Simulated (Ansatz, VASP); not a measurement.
## Two plane-wave programs on Zr4ScO

```
Zr Sc O
1.0
     0.00000    4.06630    4.06630
     4.06630    0.00000    4.06630
     4.06630    4.06630    0.00000
Zr Sc O
4 1 1
Direct
  0.13534 0.62155 0.62155
  0.62155 0.13534 0.62155
  0.62155 0.62155 0.13534
  0.62155 0.62155 0.62155
  0.25000 0.25000 0.25000
  0.00000 0.00000 0.00000
```

Change from the starting cell: species swapped into the NdInCu4 type (F-43m, No. 216).

Alike in both runs: functional PBE; k mesh 4 × 4 × 4; occupations gaussian, width 0.1 eV; no spin polarisation.

Ansatz relaxed the structure, and its values are those at the end. VASP's run is a single point on that final structure, the one shown.

|  | VASP | Ansatz |
| --- | --- | --- |
| version | VASP 6.6.1 | Ansatz 0.2.0 |
| potentials or method | VASP PAW PBE potentials, release 64 (Zr_sv, Sc_sv, O), cutoff 600 eV | scalar-relativistic, plane waves, PAW |
| valence electrons in the cell | 65 | 65 |

|  | VASP | Ansatz | Ansatz less VASP |
| --- | --- | --- | --- |
| gap on the k mesh at the Fermi level (eV) | none | none | - |
| pressure (GPa) | 0.3 | 0.3 | -0.04 |
| rms of the force components (eV/Å) | 0.009 | 0.004 | -0.0055 |

A gap of «none» marks a metal or a gap that the smearing closes.
